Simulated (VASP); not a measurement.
# Ag in VASP: notebook

Ag is run at these levels: PBE, PBE0; tasks: single point.

All numbers are computed with VASP 6.6.1; they aren't measurements. Logs are shortened: lines on timing, memory, paths and dates and some standing lists are left out, and cuts for length are marked.

### 1 The cell of the first run

The typed cell holds 1 atom: a = 2.926 Å, b = 2.833 Å, c = 2.889 Å, α = 59.79°, β = 60.38°, γ = 60.75°.

### 2 Single point, PBE (the cell strained at random)

INCAR

```
PREC     = Accurate       # precision mode
ENCUT    = 500            # plane-wave cutoff, eV
EDIFF    = 1E-6           # SCF threshold, eV
ISMEAR   = -1             # smearing method
SIGMA    = 0.02           # smearing width, eV
LREAL    = False          # projectors in reciprocal space
LASPH    = True           # aspherical terms in the spheres
NELM     = 120            # most SCF steps
ALGO     = Normal         # electronic algorithm
ISIF     = 2              # what is computed and relaxed
LWAVE    = False          # write WAVECAR
LCHARG   = False          # write CHGCAR
GGA      = PE             # functional
NBANDS   = 12             # bands
GGA_COMPAT= False
```

KPOINTS

```
Automatic mesh
0
Gamma
  7 7 7
```

POSCAR

```
Ag
1.0
   -0.0403880000      2.0841720000      2.0527140000
    2.0116240000      0.0176180000      1.9947070000
    2.0357300000      2.0502710000     -0.0064870000
Ag
1
Direct
   -0.0021910000      0.0098180000     -0.0082890000
```

Potentials or basis: VASP PAW PBE potentials, release 64 (Ag).

Run with:

```bash
$ cat potpaw_PBE.64/Ag/POTCAR > POTCAR
$ mpirun -np 1 vasp_std > vasp.out
```

OUTCAR:

```text
PREC = Accurate
   ENCUT = 500
   EDIFF = 1E-6
   ISMEAR = -1
   LREAL = False
   LASPH = True
   NELM = 120
   ISIF = 2
   GGA = PE

 ion  position               nearest neighbor table
   1  0.998  0.010  0.992-

  LATTYP: Found a triclinic cell.
 ALAT       =     2.8525491658
 B/A-ratio  =     1.4214472957
 C/A-ratio  =     1.0128710935
 COS(alpha) =     0.0044354326
 COS(beta)  =     0.5131840501
 COS(gamma) =     0.6924810108

  Lattice vectors:

 A1 = (  -0.0241060000,  -2.0326530000,   2.0011940000)
 A2 = (  -0.0644940000,   0.0515190000,   4.0539080000)
 A3 = (  -2.0357300000,  -2.0502710000,   0.0064870000)

Analysis of symmetry for initial positions (statically):
=====================================================================
 Subroutine PRICEL returns:
 Original cell was already a primitive cell.

 Routine SETGRP: Setting up the symmetry group for a
 triclinic supercell.

 Subroutine GETGRP returns: Found  2 space group operations
 (whereof  1 operations were pure point group operations)
 out of a pool of  2 trial point group operations.

The static configuration has the point symmetry C_1 .
 The point group associated with its full space group is S_2 .

Analysis of symmetry for dynamics (positions and initial velocities):
=====================================================================
 Subroutine PRICEL returns:
 Original cell was already a primitive cell.

 Routine SETGRP: Setting up the symmetry group for a
 triclinic supercell.

 Subroutine GETGRP returns: Found  2 space group operations
 (whereof  1 operations were pure point group operations)
 out of a pool of  2 trial point group operations.

The dynamic configuration has the point symmetry C_1 .
 The point group associated with its full space group is S_2 .

 Subroutine INISYM returns: Found  2 space group operations
 (whereof  1 operations are pure point group operations),
 and found     1 'primitive' translations

----------------------------------------------------------------------------------------

                                     Primitive cell

  volume of cell :      17.0481

  direct lattice vectors                    reciprocal lattice vectors
    -0.040388000  2.084172000  2.052714000    -0.239898211  0.238955587  0.239822229
     2.011624000  0.017618000  1.994707000     0.247660715 -0.245101451  0.253730477
     2.035730000  2.050271000 -0.006487000     0.241736749  0.246939869 -0.245967971

  length of vectors
     2.925583511  2.832983856  2.889264593     0.414928458  0.431033301  0.424165295

  position of ions in fractional coordinates (direct lattice)
     0.997809000  0.009818000  0.991711000

  ion indices of the primitive-cell ions
   primitive index   ion index
                 1           1

----------------------------------------------------------------------------------------

 KPOINTS: Automatic mesh

Automatic generation of k-mesh.
 Grid dimensions read from file:
 generate k-points for:    7    7    7

 Generating k-lattice:

  Cartesian coordinates                     Fractional coordinates (reciprocal lattice)
    -0.034271173  0.034136512  0.034260318     0.142857143 -0.000000000 -0.000000000
     0.035380102 -0.035014493  0.036247211    -0.000000000  0.142857143 -0.000000000
     0.034533821  0.035277124 -0.035138282    -0.000000000 -0.000000000  0.142857143

  Length of vectors
     0.059275494  0.061576186  0.060595042

  Shift w.r.t. Gamma in fractional coordinates (k-lattice)
     0.000000000  0.000000000  0.000000000

 Subroutine IBZKPT returns following result:
 ===========================================

 Found    172 irreducible k-points:

 Following reciprocal coordinates:
            Coordinates               Weight
  0.000000  0.000000  0.000000      1.000000
  0.142857  0.000000 -0.000000      2.000000
  0.285714  0.000000 -0.000000      2.000000
  0.428571  0.000000 -0.000000      2.000000
  0.000000  0.142857  0.000000      2.000000
  0.142857  0.142857 -0.000000      2.000000
[... 16 lines left out ...]
 -0.428571  0.428571  0.000000      2.000000
 -0.285714  0.428571  0.000000      2.000000
 [... further k-points ...]
   k-points           NKPTS =    172   k-points in BZ     NKDIM =    172   number of bands    NBANDS=     12
   number of dos      NEDOS =    301   number of ions     NIONS =      1
   total plane-waves  NPLWV =  13824
   dimension x,y,z NGX =    24 NGY =   24 NGZ =   24
   dimension x,y,z NGXF=    48 NGYF=   48 NGZF=   48
   ions per type =               1
   NGX,Y,Z   is equivalent  to a cutoff of  13.64, 14.08, 13.81 a.u.
   NGXF,Y,Z  is equivalent  to a cutoff of  27.28, 28.17, 27.62 a.u.
 SYSTEM =  unknown system
   PREC   = accura    normal or accurate (medium, high low for compatibility)
   ISTART =      0    job   : 0-new  1-cont  2-samecut
   ICHARG =      2    charge: 1-file 2-atom 10-const
   ISPIN  =      1    spin polarized calculation?
   LNONCOLLINEAR =      F non collinear calculations
   LSORBIT =      F    spin-orbit coupling
   LASPH  =      T    aspherical Exc in radial PAW
   ENCUT  =  500.0 eV  36.75 Ry    6.06 a.u.   5.33  5.17  5.27*2*pi/ulx,y,z
   NELM   =    120;   NELMIN=  2; NELMDL= -5     # of ELM steps
   EDIFF  = 0.1E-05   stopping-criterion for ELM
   LREAL  =      F    real-space projection
   EDIFFG = 0.1E-04   stopping-criterion for IOM
   NSW    =      0    number of steps for IOM
   IBRION =     -1    ionic relax: 0-MD 1-quasi-New 2-CG
   NFREE  =      0    steps in history (QN), initial steepest desc. (CG)
   ISIF   =      2    stress and relaxation
   ISYM   =      2    0-nonsym 1-usesym 2-fastsym
   POTIM  = 0.5000    time-step for ionic-motion
   TEBEG  =    0.0;   TEEND  =   0.0 temperature during run
   PSTRESS=    0.0 pullay stress
   NELECT =      11.0000    total number of electrons
   NUPDOWN=      -1.0000    fix difference up-down
   EMIN   =  10.00;   EMAX   =-10.00  energy-range for DOS
   EFERMI =   0.00;   METHOD = LEGACY
   ISMEAR =    -1;   SIGMA  =   0.02  broadening in eV -4-tet -1-fermi 0-gaus
   EFERMI_NEDOS =   21; number of points for ismear=-14 and -15
   IALGO  =     38    algorithm
   IMIX   =      4    mixing-type and parameters
     AMIX     =   0.40;   BMIX     =  1.00
     AMIX_MAG =   1.60;   BMIX_MAG =  1.00
  volume/ion in A,a.u.               =      17.05       115.05
  Fermi-wavevector in a.u.,A,eV,Ry     =   1.414644  2.673290 27.228227  2.001218
  Thomas-Fermi vector in A             =   2.536165
   LORBIT       =      0    0 simple, 1 ext, 2 COOP (PROOUT), +10 PAW based schemes
   GGA     = PE    functional components
   LHFCALC =     F    Hartree Fock is set to
   AEXX    =    0.0000 exact exchange contribution
   IVDW    =     0    specifies the selected vdW correction
   LEPSILON=     F    determine dielectric tensor
   LRPA    =     F    only Hartree local field effects (RPA)
 non-spin polarized calculation
  energy-cutoff  :      500.00
  volume of cell :       17.05
 maximum number of plane-waves:       444
 NGX is ok and might be reduce to    24
   NGX = 11   NGY = 11   NGZ = 11

 number of electron      11.0000000 magnetization

 Free energy of the ion-electron system (eV)
  ---------------------------------------------------
  ext. energy  EPLUGINS =         0.00000000
  ---------------------------------------------------
  free energy    TOTEN  =        -2.75120367 eV

  energy without entropy =       -2.75105139  energy(sigma->0) =       -2.75112753

 E-fermi :   8.8267     XC(G=0): -12.2086

 val. band max:        8.7409871800   @ k =   0.4286  -0.0000   0.4286
 cond. band min:       8.8473356045   @ k =  -0.0000   0.4286   0.4286
 fundamental gap:      0.1063484244
 Fermi energy:         8.8267246928

 k-point     1 :       0.0000    0.0000    0.0000
  band No.  band energies     occupation
      1       0.6640      2.00000
      2       3.4824      2.00000
      3       3.6031      2.00000
      4       3.7698      2.00000
      5       4.6282      2.00000
      6       4.7103      2.00000
      7      24.3887      0.00000
      8      27.3628      0.00000
      9      28.1133      0.00000
     10      28.7390      0.00000
     11      32.6081      0.00000
     12      33.4816      0.00000

 k-point     2 :       0.1429    0.0000   -0.0000
  band No.  band energies     occupation
      1       1.2307      2.00000
      2       3.4221      2.00000
      3       3.6924      2.00000
      4       3.8789      2.00000
      5       4.6376      2.00000
      6       4.7020      2.00000
      7      22.7528      0.00000
      8      25.5621      0.00000
      9      28.3824      0.00000
     10      28.9486      0.00000
     11      31.6209      0.00000
     12      32.9988      0.00000

 k-point     3 :       0.2857    0.0000   -0.0000
  band No.  band energies     occupation
      1       2.0578      2.00000
      2       3.6778      2.00000
      3       3.8875      2.00000
      4       4.2170      2.00000
      5       4.9240      2.00000
      6       4.9645      2.00000
      7      17.5547      0.00000
      8      24.9787      0.00000
      9      28.0739      0.00000
     10      28.5987      0.00000
     11      31.3804      0.00000
     12      31.7293      0.00000
[... 286 lines left out ...]
 k-point    23 :      -0.4286    0.4286    0.0000
  band No.  band energies     occupation
      1       2.1543      2.00000
      2       2.3658      2.00000
      3       5.0892      2.00000
      4       5.1998      2.00000
      5       5.5899      2.00000
      6      11.1929      0.00000
      7      15.3917      0.00000
      8      16.4871      0.00000
      9      19.8127      0.00000
     10      25.4816      0.00000
     11      28.3347      0.00000
     12      36.8878      0.00000

 k-point    24 :      -0.2857    0.4286    0.0000
  band No.  band energies     occupation
      1       2.4868      2.00000
      2       3.0271      2.00000
      3       4.1737      2.00000
      4       4.5621      2.00000
      5       5.4916      2.00000
      6      11.7670      0.00000
      7      13.1980      0.00000
      8      17.5474      0.00000
      9      21.9265      0.00000
     10      25.0478      0.00000
     11      33.3305      0.00000
     12      34.8573      0.00000

 [... further k-points ...]

------------------------ aborting loop because EDIFF is reached ----------------------------------------

  FORCE on cell =-STRESS in cart. coord.  units (eV):
  Direction    XX          YY          ZZ          XY          YZ          ZX
  --------------------------------------------------------------------------------------
  -------------------------------------------------------------------------------------
  Total        0.4375554      0.4875586      0.4736741      0.0653934     -0.2022161      0.2621629
  in kB       41.1214186     45.8207227     44.5158568      6.1456658    -19.0042537     24.6380452
  external PRESSURE =      43.8193327 kB  Pullay stress =       0.0000000 kB

 VOLUME and BASIS-vectors are now :
 -----------------------------------------------------------------------------
  energy-cutoff  :      500.00
  volume of cell :       17.05
      direct lattice vectors                 reciprocal lattice vectors
    -0.040388000  2.084172000  2.052714000    -0.239898211  0.238955587  0.239822229
     2.011624000  0.017618000  1.994707000     0.247660715 -0.245101451  0.253730477
     2.035730000  2.050271000 -0.006487000     0.241736749  0.246939869 -0.245967971

 POSITION                                       TOTAL-FORCE (eV/Angst)
 -----------------------------------------------------------------------------------
      1.99831      4.11305      2.06137         0.000000      0.000000      0.000000
 -----------------------------------------------------------------------------------
    total drift:                               -0.000005     -0.000000      0.000000

  FREE ENERGIE OF THE ION-ELECTRON SYSTEM (eV)
  ---------------------------------------------------
  free  energy   TOTEN  =        -2.7512036704 eV

  energy  without entropy=       -2.7510513896  energy(sigma->0) =       -2.75112753
```

Run time: 21 s. Hardware: 1 thread of Intel Xeon 8259CL, shared host; peak memory 0.16 GiB.

Results:

```
Free energy            : -2.7512 eV
Pressure               : 4.4 GPa
Band gap on the k mesh : zero (an odd number of electrons rules out a gap without spin polarisation)
```

Caveat: the k points lie up to 0.39 Å⁻¹ apart, too coarse for converged energies and pressures of a metal; the cell differs from its parent crystal (the cell strained at random).

### 3 Single point, PBE (16.03 Å³/atom)

This run uses another cell than the first one, of 16.03 Å³/atom.

INCAR

```
SYSTEM = Ag
PREC = Accurate
ENCUT = 520
EDIFF = 1E-7
ISMEAR = -1
SIGMA = 0.05
LREAL = .FALSE.
LASPH = .TRUE.
NELM = 80
ALGO = Fast
ISIF = 2
LWAVE = .FALSE.
LCHARG = .FALSE.
GGA = PE
NBANDS = 12
```

KPOINTS

```
regular mesh
0
G
  11 11 11
  0 0 0
```

POSCAR

```
Ag
1.0
    0.0000000000      2.0010495236      2.0010495236
    2.0010495236      0.0000000000      2.0010495236
    2.0010495236      2.0010495236      0.0000000000
Ag
1
Direct
    0.0000000000      0.0000000000      0.0000000000
```

Potentials or basis: VASP PAW PBE potentials, release 64 (Ag).

Run with:

```bash
$ cat potpaw_PBE.64/Ag/POTCAR > POTCAR
$ mpirun -np 1 vasp_std > vasp.out
```

OUTCAR:

```text
SYSTEM = Ag
   PREC = Accurate
   ENCUT = 520
   EDIFF = 1E-7
   ISMEAR = -1
   LREAL = .FALSE.
   LASPH = .TRUE.
   NELM = 80
   ISIF = 2
   GGA = PE

 ion  position               nearest neighbor table
   1  0.000  0.000  0.000-

  LATTYP: Found a face centered cubic cell.
 ALAT       =     4.0020990472

  Lattice vectors:

 A1 = (   0.0000000000,   2.0010495236,   2.0010495236)
 A2 = (   2.0010495236,   0.0000000000,   2.0010495236)
 A3 = (   2.0010495236,   2.0010495236,   0.0000000000)

Analysis of symmetry for initial positions (statically):
=====================================================================
 Subroutine PRICEL returns:
 Original cell was already a primitive cell.

 Routine SETGRP: Setting up the symmetry group for a
 face centered cubic supercell.

 Subroutine GETGRP returns: Found 48 space group operations
 (whereof 48 operations were pure point group operations)
 out of a pool of 48 trial point group operations.

The static configuration has the point symmetry O_h .

Analysis of symmetry for dynamics (positions and initial velocities):
[... 167 lines left out ...]
      1       1.0863      2.00000
      2       4.2718      2.00000
      3       4.2718      2.00000
      4       4.2718      2.00000
      5       5.4250      2.00000
      6       5.4250      2.00000
      7      25.4675      0.00000
      8      29.4152      0.00000
      9      29.4152      0.00000
     10      29.4152      0.00000
     11      34.3844      0.00000
     12      35.9615      0.00000
[... 331 lines left out ...]
 k-point    24 :      -0.1818    0.1818    0.0000
  band No.  band energies     occupation
      1       3.2280      2.00000
      2       3.8181      2.00000
      3       4.4949      2.00000
      4       4.9513      2.00000
      5       4.9844      2.00000
      6       6.6556      2.00000
      7      21.7260      0.00000
      8      22.1967      0.00000
      9      28.4176      0.00000
     10      30.1795      0.00000
     11      31.2810      0.00000
     12      35.0176      0.00000

 [... further k-points ...]

------------------------ aborting loop because EDIFF is reached ----------------------------------------

  FORCE on cell =-STRESS in cart. coord.  units (eV):
  Direction    XX          YY          ZZ          XY          YZ          ZX
  --------------------------------------------------------------------------------------
  -------------------------------------------------------------------------------------
  Total        1.2792833      1.2792833      1.2792833      0.0000000      0.0000000      0.0000000
  in kB      127.9009611    127.9009611    127.9009611      0.0000000      0.0000000      0.0000000
  external PRESSURE =     127.9009611 kB  Pullay stress =       0.0000000 kB

 VOLUME and BASIS-vectors are now :
 -----------------------------------------------------------------------------
  energy-cutoff  :      520.00
  volume of cell :       16.03
      direct lattice vectors                 reciprocal lattice vectors
     0.000000000  2.001049524  2.001049524    -0.249868878  0.249868878  0.249868878
     2.001049524  0.000000000  2.001049524     0.249868878 -0.249868878  0.249868878
     2.001049524  2.001049524  0.000000000     0.249868878  0.249868878 -0.249868878

 POSITION                                       TOTAL-FORCE (eV/Angst)
 -----------------------------------------------------------------------------------
      0.00000      0.00000      0.00000        -0.000000      0.000000     -0.000000
 -----------------------------------------------------------------------------------
    total drift:                               -0.000000      0.000000      0.000000

  FREE ENERGIE OF THE ION-ELECTRON SYSTEM (eV)
  ---------------------------------------------------
  free  energy   TOTEN  =        -2.6576243082 eV

  energy  without entropy=       -2.6557809113  energy(sigma->0) =       -2.65670261
```

OSZICAR:

```text
N       E                     dE             d eps       ncg     rms          rms(c)
DAV:   1     0.519574150164E+02    0.51957E+02   -0.54631E+03  1352   0.832E+02
DAV:   2    -0.212034671580E+01   -0.54078E+02   -0.51610E+02  1604   0.196E+02
DAV:   3    -0.293146447122E+01   -0.81112E+00   -0.81078E+00  1548   0.251E+01
DAV:   4    -0.293391220158E+01   -0.24477E-02   -0.24476E-02  1564   0.145E+00
DAV:   5    -0.293393022403E+01   -0.18022E-04   -0.18023E-04  1572   0.109E-01    0.620E+00
RMM:   6    -0.267268731248E+01    0.26124E+00   -0.35997E-01  1365   0.549E+00    0.382E+00
RMM:   7    -0.266112638255E+01    0.11561E-01   -0.12076E-02  1500   0.123E+00    0.211E+00
RMM:   8    -0.265763376238E+01    0.34926E-02   -0.10549E-03  1524   0.310E-01    0.198E-01
RMM:   9    -0.265762244569E+01    0.11317E-04   -0.13530E-04  1654   0.107E-01    0.781E-02
RMM:  10    -0.265762297195E+01   -0.52626E-06   -0.23840E-05  1622   0.395E-02    0.298E-02
RMM:  11    -0.265762432104E+01   -0.13491E-05   -0.64488E-06  1573   0.152E-02    0.836E-03
RMM:  12    -0.265762430815E+01    0.12888E-07   -0.50337E-07  1419   0.520E-03
   1 F= -.26576243E+01 E0= -.26567026E+01  d E =-.184340E-02
```

Run time: 9.2 s. Hardware: 1 thread of Intel Xeon Platinum 8488C (Sapphire Rapids), shared host; peak memory 0.14 GiB.

What came out:

```
Free energy            : -2.6576 eV
Pressure               : 12.8 GPa
Band gap on the k mesh : zero (an odd number of electrons rules out a gap without spin polarisation)
```

Levels at points of the mesh, in eV from the Fermi level:
```
           k point  band 3  band 4  band 5  band 6  band 7  band 8  band 9  band 10
(0.00, 0.00, 0.00)   -5.26   -5.26   -4.11   -4.11   15.94   19.88   19.88    19.88
```

Caveat: the cell stands under pressure.

(Part 1 of 2 ends here.)

The gap in the log of VASP goes by the Fermi energy; the results here count the filled bands.